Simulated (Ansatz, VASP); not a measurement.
**PbS, level by level in two programs**

```
CELL_PARAMETERS angstrom
3.65366 0.00000 0.00000
0.00000 3.65366 0.00000
0.00000 0.00000 3.65366
ATOMIC_POSITIONS crystal
Pb 0.00000 0.00000 0.00000
S 0.50000 0.50000 0.50000
```

Single points on this cell with VASP 6.6.1 and Ansatz 0.2.0. Each row is one pair of runs. Alike in all rows: VASP's potentials, cutoff: VASP PAW PBE potentials, release 64 (Pb_d, S), 520 eV; Ansatz's potentials, cutoff: Ansatz PAW, 420 eV.

| level | spin | k mesh | smearing | pressure (GPa), VASP | pressure (GPa), Ansatz |
| --- | --- | --- | --- | --- | --- |
| PBE | off | 7 × 7 × 7 | gaussian, width 0.011 eV | 0.2 | 0.3 |
| PBE0 | non-collinear, zero start, SOC | 3 × 3 × 3 | fermi-dirac, width 0.05 eV | -2.5 | ? |
| PBE-based screened hybrid | off | 4 × 4 × 4 | fermi-dirac, width 0.05 eV | -2.0 | -1.9 |

Q: Fill in what Ansatz gave in row 2.

A: Pressure (GPa): -2.2.

The k mesh is coarse in some rows, so the values compare programs but aren't converged. Noted on Ansatz's runs: odd divisions of the mesh miss points on the zone boundary, where band edges often lie, so the gap on the mesh can be too wide.
